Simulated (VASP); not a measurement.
# WC (P1) in VASP: a series of runs, part 2 of 2

VASP 6.6.1.

## 4. Single point, LDA

Contents of INCAR:

```
PREC     = Accurate       # precision mode
ENCUT    = 520            # plane-wave cutoff, eV
EDIFF    = 1E-6           # SCF threshold, eV
ISMEAR   = -1             # smearing method
SIGMA    = 0.002          # smearing width, eV
LREAL    = Auto         
LASPH    = T              # aspherical terms in the spheres
NELM     = 60             # most SCF steps
ALGO     = Normal         # electronic algorithm
ISIF     = 2              # what is computed and relaxed
LWAVE    = F              # write WAVECAR
LCHARG   = T              # write CHGCAR
GGA      = CA             # functional
LELF     = T              # ELF
LVHAR    = T            
NBANDS   = 86             # bands
```

Contents of KPOINTS:

```
Automatic mesh
0
Gamma
  2 2 2
```

Contents of POSCAR:

```
WC
1.0
   -2.9952430000     -5.1879140000      0.0000000000
    4.4928650000     -2.5939570000      0.0000000000
    0.0000000000      0.0000000000      5.8606050000
W C
8 8
Direct
    0.7485067187      0.4469663588      0.0197761153
    0.7633467983      0.4978580826      0.5065517980
    0.5086318782      0.0232315177      0.0060573951
    0.5207425127     -0.0041509447      0.5144008170
    0.2282704835      0.4964817701     -0.0310718774
    0.2487502773      0.5152764498      0.4891133253
    0.0116932591      0.0056810415      0.0206633957
   -0.0136385028      0.0080014356      0.4766402104
    0.4973040945      0.6583876008      0.2522606454
    0.4916722883      0.6900447665      0.7350776925
    0.2271548396      0.1419993575      0.2637611646
    0.0400525027      0.2481194023      0.7350776925
    0.0065751454      0.6671231293      0.2635052183
    0.0398340511      0.7166056988      0.7135782057
    0.7487551296      0.1650847645      0.2625667487
    0.6991946099      0.2090776734      0.7416299170
```

Launch:

```console
$ cat potpaw_LDA.64/W_sv/POTCAR potpaw_LDA.64/C/POTCAR > POTCAR
$ mpirun -np 1 vasp_std > vasp.out
```

Wall time 7.1 min (1 thread of Intel Xeon 8259CL, shared host); peak memory 0.29 GiB.

It converged, with:

```
Free energy            : -186.9065 eV
Pressure               : -16.9 GPa
Largest force          : 6.155 eV/Å
Band gap on the k mesh : zero (bands 72 and 73 overlap by 0.65 eV)
```

Forces on the atoms (eV/Å):
```
W    5.508 -2.486 -1.172
W    2.092  0.024 -0.489
W   -2.160  3.264  1.011
W    0.503  1.625 -2.772
W   -0.067 -0.944  1.871
W   -1.167 -0.069  0.066
W   -0.951  0.776 -1.974
W   -1.231  0.313  2.771
C   -0.261 -0.472  0.023
C   -0.803  0.301  1.079
C    0.002 -3.225 -0.873
C    0.691 -2.747  0.892
C   -1.155  0.513 -1.910
C    0.322  1.659  1.554
C   -0.400  0.977 -0.924
C   -0.923  0.493  0.848
```

Stress tensor (GPa, compression positive):
```
-16.09  -3.33  -4.65
 -3.33 -19.37   0.83
 -4.65   0.83 -15.19
```

Levels at points of the mesh, in eV from the Fermi level:
| k point | band 70 | band 71 | band 72 | band 73 | band 74 | band 75 |
| --- | --- | --- | --- | --- | --- | --- |
| (0.00, 0.00, 0.00) | -0.63 | -0.20 | -0.07 | 0.37 | 0.61 | 0.86 |
| (0.50, 0.00, 0.00) | -0.63 | -0.30 | 0.04 | 0.31 | 0.53 | 0.71 |
| (0.00, 0.50, 0.00) | -0.43 | 0.17 | 0.24 | 0.64 | 0.89 | 1.15 |
| (0.50, 0.50, 0.00) | -1.20 | -0.80 | -0.40 | 0.60 | 0.74 | 1.02 |
| (0.00, 0.00, 0.50) | -0.99 | -0.62 | -0.33 | -0.01 | 0.29 | 0.54 |
| (0.50, 0.00, 0.50) | -1.02 | -0.85 | -0.62 | -0.11 | 0.08 | 0.21 |
| (0.00, 0.50, 0.50) | -1.07 | -0.56 | -0.29 | 0.15 | 0.38 | 0.48 |
| (0.50, 0.50, 0.50) | -1.21 | -1.03 | -0.79 | -0.41 | 0.01 | 0.34 |

Caveat: the k points lie up to 0.61 Å⁻¹ apart, too coarse for converged energies and pressures of a metal; spin-orbit coupling is left out, which moves the levels of the heavy elements; forces of over 1 eV/Å act on the atoms, so gaps and moduli don't describe the material at rest.

## 5. Single point, LDA

Contents of INCAR:

```
SYSTEM = WC
PREC = Accurate
ENCUT = 520
EDIFF = 1E-6
ISMEAR = -1
SIGMA = 0.3
LREAL = Auto
LASPH = .TRUE.
NELM = 80
ALGO = Normal
ISIF = 2
LWAVE = .FALSE.
LCHARG = .FALSE.
NBANDS = 86
```

Contents of KPOINTS:

```
Automatic mesh
0
G
  2 2 2
  0 0 0
```

Contents of POSCAR:

```
WC
1.0
   -2.9952430000     -5.1879140000      0.0000000000
    4.4928650000     -2.5939570000      0.0000000000
    0.0000000000      0.0000000000      5.8606050000
W C
8 8
Direct
    0.7912728935      0.4434708355      0.0041463296
    0.7717041446      0.4563550067      0.5129504548
    0.5154499781     -0.0126872410     -0.0361225505
    0.5061077093     -0.0051825342      0.4930719610
    0.2882213792      0.5017940821     -0.0170972110
    0.2911104039      0.5000253512      0.5017400081
    0.0338032420     -0.0422783849      0.0027130305
    0.0292462590     -0.0079905244      0.4855812668
    0.5259669672      0.6003293838      0.1977099634
    0.5685453267      0.6503715135      0.7560652868
    0.2809775060      0.1401769045      0.1942290941
    0.2690703265      0.1518476544      0.7622079973
    0.0736511427      0.6524796693      0.2466298275
    0.0592353946      0.6456513608      0.7069918549
    0.7837540145      0.1429675109      0.2340372709
    0.8046191761      0.1418315384      0.7660642545
```

Potentials or basis: VASP PAW LDA potentials, release 64 (W_sv, C).

Launch:

```console
$ cat potpaw_LDA.64/W_sv/POTCAR potpaw_LDA.64/C/POTCAR > POTCAR
$ mpirun -np 1 vasp_std > vasp.out
```

OUTCAR:

```text
SYSTEM = WC
   PREC = Accurate
   ENCUT = 520
   EDIFF = 1E-6
   ISMEAR = -1
   LREAL = Auto
   LASPH = .TRUE.
   NELM = 80
   ISIF = 2

 ion  position               nearest neighbor table
   1  0.791  0.443  0.004-  15 2.06  16 2.10   9 2.12  10 2.25  13 2.46  14 2.59   2 2.88   3 2.90
                             7 2.91   2 2.98   5 2.99   5 3.03   7 3.04   3 3.28
   2  0.772  0.456  0.513-  10 2.13  16 2.21  14 2.29  15 2.31   9 2.48  13 2.60   8 2.87   4 2.88
                             1 2.88   6 2.89   1 2.98   6 3.12   8 3.18   4 3.22
   3  0.515  0.987  0.964-  12 2.07  11 2.10  10 2.15  16 2.23  15 2.40   9 2.43   4 2.76   5 2.87
                             1 2.90   7 2.90   5 3.00   4 3.10   7 3.12   1 3.28
[... 926 lines left out ...]
  in kB     -210.2172807   -230.6721971   -258.1302973      7.6287270     -6.6552020     23.2637838
  external PRESSURE =    -233.0065917 kB  Pullay stress =       0.0000000 kB

 VOLUME and BASIS-vectors are now :
 -----------------------------------------------------------------------------
  energy-cutoff  :      520.00
  volume of cell :      182.14
      direct lattice vectors                 reciprocal lattice vectors
    -2.995243000 -5.187914000  0.000000000    -0.083465675 -0.144566780  0.000000000
     4.492865000 -2.593957000  0.000000000     0.166931350 -0.096377842  0.000000000
     0.000000000  0.000000000  5.860605000     0.000000000  0.000000000  0.170630848

 POSITION                                       TOTAL-FORCE (eV/Angst)
 -----------------------------------------------------------------------------------
     -0.37760     -5.25540      0.02430         2.942001     -2.162272     -0.620687
     -0.26110     -5.18730      3.00620         0.653169     -2.252674     -1.937617
      2.89197     -5.23516      5.64890        -2.775176     -1.640161      3.116977
      2.95366     -5.20616      2.88970        -1.627857     -1.236416     -0.808935
      1.39120     -2.79690      5.76040        -2.194250      2.618354      0.034254
      1.37460     -2.80730      2.94050        -2.067278      0.340513     -2.366849
[... 8 lines left out ...]
     -1.70520     -4.43690      1.37160        -0.455496      1.053537      1.370814
     -1.77280     -4.54220      4.48960         0.610073      1.232119     -2.008678
 -----------------------------------------------------------------------------------
    total drift:                                0.000774     -0.006248      0.002740

  FREE ENERGIE OF THE ION-ELECTRON SYSTEM (eV)
  ---------------------------------------------------
  free  energy   TOTEN  =      -190.6228588339 eV

  energy  without entropy=     -189.0596745317  energy(sigma->0) =     -189.84126668
```

OSZICAR:

```text
N       E                     dE             d eps       ncg     rms          rms(c)
DAV:   1     0.186941245709E+04    0.18694E+04   -0.78775E+04  1376   0.189E+03
DAV:   2    -0.288938583106E+02   -0.18983E+04   -0.18401E+04  1400   0.600E+02
DAV:   3    -0.206985830386E+03   -0.17809E+03   -0.16973E+03  1648   0.162E+02
DAV:   4    -0.215373100028E+03   -0.83873E+01   -0.81628E+01  1632   0.311E+01
DAV:   5    -0.215651005210E+03   -0.27791E+00   -0.27627E+00  1736   0.543E+00    0.811E+01
DAV:   6    -0.192618759555E+03    0.23032E+02   -0.17505E+02  1722   0.408E+01    0.237E+01
DAV:   7    -0.191587979753E+03    0.10308E+01   -0.23128E+01  1704   0.178E+01    0.147E+01
DAV:   8    -0.190889838692E+03    0.69814E+00   -0.71123E+00  1728   0.110E+01    0.761E+00
DAV:   9    -0.190638400249E+03    0.25144E+00   -0.12573E+00  1736   0.478E+00    0.119E+00
DAV:  10    -0.190625922273E+03    0.12478E-01   -0.13169E-01  1768   0.189E+00    0.518E-01
DAV:  11    -0.190623811474E+03    0.21108E-02   -0.27159E-02  1784   0.710E-01    0.284E-01
DAV:  12    -0.190623109631E+03    0.70184E-03   -0.41952E-03  1728   0.394E-01    0.143E-01
DAV:  13    -0.190622878239E+03    0.23139E-03   -0.12498E-03  1784   0.208E-01    0.532E-02
DAV:  14    -0.190622861743E+03    0.16496E-04   -0.24035E-04  1720   0.921E-02    0.296E-02
DAV:  15    -0.190622859771E+03    0.19718E-05   -0.37736E-05  1760   0.373E-02    0.129E-02
DAV:  16    -0.190622858975E+03    0.79642E-06   -0.12138E-05  1648   0.208E-02    0.614E-03
DAV:  17    -0.190622858834E+03    0.14087E-06   -0.23595E-06   928   0.912E-03
   1 F= -.19062286E+03 E0= -.18984127E+03  d E =-.156318E+01
```

stdout:

```text
POSCAR found type information on POSCAR W C
 POSCAR found :  2 types and      16 ions
 scaLAPACK will be used
 LDA part: xc-table for (Slater(with rela. corr.)+CA(PZ))
 , standard interpolation
 POSCAR, INCAR and KPOINTS ok, starting setup
 FFT: planning ... GRIDC
 FFT: planning ... GRID_SOFT
 FFT: planning ... GRID
 WAVECAR not read
 entering main loop
```

Wall time 7.1 min (1 thread of Intel Xeon 8259CL, shared host); peak memory 0.29 GiB.

What came out:

- Free energy: -190.6229 eV
- Pressure: -23.3 GPa
- Largest force: 4.484 eV/Å
- Band gap on the k mesh: 0.14 eV

Forces in eV/Å, atoms in the order of the input:
```
W    2.942 -2.162 -0.621
W    0.653 -2.253 -1.938
W   -2.775 -1.640  3.117
W   -1.628 -1.236 -0.809
W   -2.194  2.618  0.034
W   -2.067  0.341 -2.367
W    1.507 -0.292 -1.954
W   -1.572  0.079  0.910
C    1.048 -2.532  3.236
C    0.760  1.948 -1.428
C    0.380 -0.132  3.058
C   -0.152 -0.413 -2.695
C    0.809  2.082 -0.099
C    2.134  1.306  2.192
C   -0.455  1.054  1.371
C    0.610  1.232 -2.009
```

Stress tensor (GPa, compression positive):
```
-21.02   0.76   2.33
  0.76 -23.07  -0.67
  2.33  -0.67 -25.81
```

Caveat: the k points lie up to 0.61 Å⁻¹ apart; the atoms stand as in a frame of molecular dynamics; so wide a smearing shifts energies and pressures; spin-orbit coupling is left out, which moves the levels of the heavy elements; forces of over 1 eV/Å act on the atoms, so gaps and moduli don't describe the material at rest. A k mesh can miss the band edges.

## 6. Single point, LDA

Contents of INCAR:

```
PREC = Accurate
ENCUT = 520
EDIFF = 1E-7
ISMEAR = -1
SIGMA = 0.3
LREAL = Auto
LASPH = True
NELM = 100
ALGO = Normal
ISIF = 2
LWAVE = False
LCHARG = False
NBANDS = 86
```

Contents of KPOINTS:

```
Automatic mesh
0
Gamma
  2 2 2
```

Contents of POSCAR:

```
WC
1.0
   -2.9952430000     -5.1879140000      0.0000000000
    4.4928650000     -2.5939570000      0.0000000000
    0.0000000000      0.0000000000      5.8606050000
W C
8 8
Direct
    0.7754887941      0.4897270187     -0.0184793208
    0.7934998329      0.4367424394      0.4967063981
    0.5465534913     -0.0539609984      0.0231375430
    0.5342170373     -0.0925890625      0.5099473519
    0.2676578573      0.4440374513     -0.0158004165
    0.2627477138      0.4303029916      0.5319928574
    0.0327727523     -0.0483516961     -0.0199126199
    0.0322211073     -0.0384587460      0.4704292475
    0.5480464741      0.6381300941      0.2258469902
    0.5223575056      0.6009946131      0.7385756249
    0.2920390776      0.0814687294      0.2099783214
    0.3085890088      0.0170267899      0.7592731467
    0.0170990155      0.6141550450      0.2268025229
    0.0378799594      0.6359326806      0.7451449125
    0.7680007084      0.1323762779      0.2369891846
    0.7705695007      0.1502922752      0.7642043782
```

Potentials or basis: VASP PAW LDA potentials, release 64 (W_sv, C).

Launch:

```console
$ cat potpaw_LDA.64/W_sv/POTCAR potpaw_LDA.64/C/POTCAR > POTCAR
$ mpirun -np 1 vasp_std > vasp.out
```

Wall time 7.3 min (1 thread of Intel Xeon 8259CL, shared host); peak memory 0.29 GiB.

It converged, with:

- Free energy: -190.0448 eV
- Pressure: -22.9 GPa
- Largest force: 4.471 eV/Å
- Band gap on the k mesh: zero (bands 72 and 73 overlap by 0.08 eV)

Forces on the atoms (eV/Å):
```
W   -3.842  1.647  1.587
W    1.979  1.027 -0.928
W    1.506 -0.018 -4.024
W    2.608 -1.515 -1.399
W   -0.435 -1.300  2.148
W   -0.121 -1.238 -3.500
W   -0.224 -0.216  1.023
W   -1.931  0.306  1.829
C   -1.774  2.164  1.912
C   -0.723 -0.391  0.206
C    2.471  0.837  2.718
C    4.212 -0.129 -1.375
C   -0.224 -1.421  0.656
C   -0.480  1.276 -0.805
C   -0.683 -1.170  1.240
C   -2.339  0.139 -1.290
```

Stress tensor (GPa, compression positive):
```
-19.83  -0.49   2.05
 -0.49 -22.06  -0.10
  2.05  -0.10 -26.82
```

Levels at points of the mesh, in eV from the Fermi level:
| k point | band 68 | band 69 | band 70 | band 71 | band 72 | band 73 | band 74 | band 75 | band 76 | band 77 |
| --- | --- | --- | --- | --- | --- | --- | --- | --- | --- | --- |
| (0.00, 0.00, 0.00) | -0.86 | -0.83 | -0.72 | -0.48 | -0.12 | 0.17 | 0.67 | 0.74 | 1.21 | 1.39 |
| (0.50, 0.00, 0.00) | -1.27 | -1.02 | -0.77 | -0.29 | 0.11 | 0.21 | 0.29 | 0.58 | 0.91 | 1.25 |
| (0.00, 0.50, 0.00) | -1.56 | -0.88 | -0.84 | -0.36 | -0.04 | 0.68 | 1.10 | 1.31 | 1.59 | 1.65 |
| (0.50, 0.50, 0.00) | -1.61 | -1.48 | -1.32 | -1.01 | -0.86 | 0.77 | 1.02 | 1.10 | 1.21 | 1.69 |
| (0.00, 0.00, 0.50) | -1.26 | -1.07 | -0.88 | -0.26 | -0.07 | 0.18 | 0.48 | 0.66 | 0.84 | 1.64 |
| (0.50, 0.00, 0.50) | -1.21 | -1.12 | -1.04 | -0.82 | -0.63 | 0.03 | 0.31 | 0.48 | 0.68 | 1.54 |
| (0.00, 0.50, 0.50) | -1.44 | -1.20 | -1.10 | -1.01 | -0.78 | 0.29 | 0.62 | 0.75 | 0.92 | 1.64 |
| (0.50, 0.50, 0.50) | -1.70 | -1.39 | -1.19 | -1.07 | -1.02 | 0.65 | 0.82 | 1.04 | 1.16 | 1.40 |

Caveat: the k points lie up to 0.61 Å⁻¹ apart; the atoms stand as in a frame of molecular dynamics; so wide a smearing shifts energies and pressures; spin-orbit coupling is left out, which moves the levels of the heavy elements; forces of over 1 eV/Å act on the atoms, so gaps and moduli don't describe the material at rest.

## 7. Single point, LDA

Contents of INCAR:

```
PREC     = Accurate       # precision mode
ENCUT    = 520            # plane-wave cutoff, eV
EDIFF    = 1E-7           # SCF threshold, eV
ISMEAR   = -1             # smearing method
SIGMA    = 0.3            # smearing width, eV
LREAL    = Auto         
LASPH    = True           # aspherical terms in the spheres
NELM     = 100            # most SCF steps
ALGO     = Normal         # electronic algorithm
ISIF     = 2              # what is computed and relaxed
LWAVE    = False          # write WAVECAR
LCHARG   = False          # write CHGCAR
GGA      = CA             # functional
NBANDS   = 86             # bands
```

Contents of KPOINTS:

```
regular mesh
0
Gamma
  2 2 2
```

Contents of POSCAR:

```
WC
1.0
   -2.9952430000     -5.1879140000      0.0000000000
    4.4928650000     -2.5939570000      0.0000000000
    0.0000000000      0.0000000000      5.8606050000
W C
8 8
Direct
    0.7415436134      0.4823655545     -0.0400811862
    0.7547627393      0.4284788908      0.4483666789
    0.4700941387     -0.0641136161     -0.0513086959
    0.4871693437     -0.0193883933      0.4626143547
    0.2519771205      0.4565088661     -0.0506944249
    0.2409986386      0.4442709686      0.4880895402
   -0.0213836750     -0.0883065267     -0.0340920434
   -0.0225814211     -0.0628189014      0.5186495251
    0.5182769116      0.6921564061      0.1830868997
    0.4823873057      0.6574573686      0.7007126397
    0.2148939434      0.1036442403      0.2653821576
    0.2327746920      0.1193485152      0.7056950605
    0.0029427278      0.6082342080      0.2299762567
   -0.0030834039      0.5858988543      0.7272116104
    0.7158835658      0.1386521160      0.2157797702
    0.7108633581      0.1808441823      0.7444965153
```

Launch:

```console
$ cat potpaw_LDA.64/W_sv/POTCAR potpaw_LDA.64/C/POTCAR > POTCAR
$ mpirun -np 1 vasp_std > vasp.out
```

Wall time 7.6 min (1 thread of Intel Xeon 8259CL, shared host); peak memory 0.29 GiB.

It converged, with:

| Quantity | Value |
| --- | --- |
| Free energy | -188.9682 eV |
| Pressure | -19.6 GPa |
| Largest force | 6.346 eV/Å |
| Band gap on the k mesh | zero (bands 72 and 73 overlap by 0.29 eV) |

Forces in eV/Å, atoms in the order of the input:
```
W   -1.672  1.366  1.656
W    3.424 -0.526  1.827
W    4.731 -3.350  0.184
W   -1.055  1.177 -0.179
W    0.121  0.896  3.150
W    0.891  0.380 -3.004
W    3.090 -3.301  2.108
W    0.637 -0.948 -5.298
C   -4.298  3.272  3.330
C   -2.081  0.843  0.069
C    0.055 -0.432 -1.833
C   -0.155  0.185  1.837
C   -0.004  0.143 -0.451
C    1.388 -0.527 -0.562
C   -1.294 -0.446 -0.617
C   -3.778  1.267 -2.217
```

Stress tensor (GPa, compression positive):
```
-17.16  -3.05  -3.01
 -3.05 -19.73   0.02
 -3.01   0.02 -21.89
```

Levels at points of the mesh, in eV from the Fermi level:
```tsv
k point	band 69	band 70	band 71	band 72	band 73	band 74	band 75	band 76
(0.00, 0.00, 0.00)	-0.74	-0.48	-0.21	-0.16	0.19	0.61	0.67	1.12
(0.50, 0.00, 0.00)	-0.86	-0.74	-0.13	0.19	0.24	0.36	0.61	0.77
(0.00, 0.50, 0.00)	-0.83	-0.46	-0.13	0.04	0.67	1.08	1.50	1.62
(0.50, 0.50, 0.00)	-1.55	-1.40	-1.28	-1.13	1.01	1.20	1.31	1.38
(0.00, 0.00, 0.50)	-1.05	-0.69	-0.36	-0.16	0.11	0.37	0.77	1.02
(0.50, 0.00, 0.50)	-1.28	-0.86	-0.76	-0.56	-0.10	0.22	0.56	0.71
(0.00, 0.50, 0.50)	-1.34	-1.15	-0.76	-0.54	-0.03	0.39	0.87	1.14
(0.50, 0.50, 0.50)	-1.53	-1.41	-1.10	-0.88	0.40	0.56	0.66	0.78
```

Caveat: the k points lie up to 0.61 Å⁻¹ apart; the atoms stand as in a frame of molecular dynamics; so wide a smearing shifts energies and pressures; spin-orbit coupling is left out, which moves the levels of the heavy elements; forces of over 1 eV/Å act on the atoms, so gaps and moduli don't describe the material at rest.

## 8. The runs side by side

| cell | smearing | gap on the mesh (eV) | pressure (GPa) | largest force (eV/Å) |
| --- | --- | --- | --- | --- |
| as given, atomic positions A | fermi-dirac 0.002 eV | none | -7.6 | 5.29 |
| as given, atomic positions B | fermi-dirac 0.002 eV | none | -16.8 | 3.09 |
| as given, atomic positions C | fermi-dirac 0.002 eV | none | -16.9 | 6.16 |
| as given, atomic positions D | fermi-dirac 0.3 eV | 0.14 | -23.3 | 4.48 |
| as given, atomic positions E | fermi-dirac 0.3 eV | none | -22.9 | 4.47 |
| as given, atomic positions F | fermi-dirac 0.3 eV | none | -19.6 | 6.35 |

Alike in all rows: task single point; level LDA; potentials or basis VASP PAW LDA potentials, release 64 (W_sv, C); no spin polarisation; k mesh 2 × 2 × 2; cutoff (eV) 520.

Caveats: all runs use coarse meshes; spin-orbit coupling is left out, which moves the levels of the heavy elements; forces of over 1 eV/Å act on the atoms, so gaps and moduli don't describe the material at rest; the atoms stand as in a frame of molecular dynamics (at least some runs); so wide a smearing shifts energies and pressures (at least some runs).

Total energies depend on the potentials used, so only differences within one code and one set of settings carry meaning.
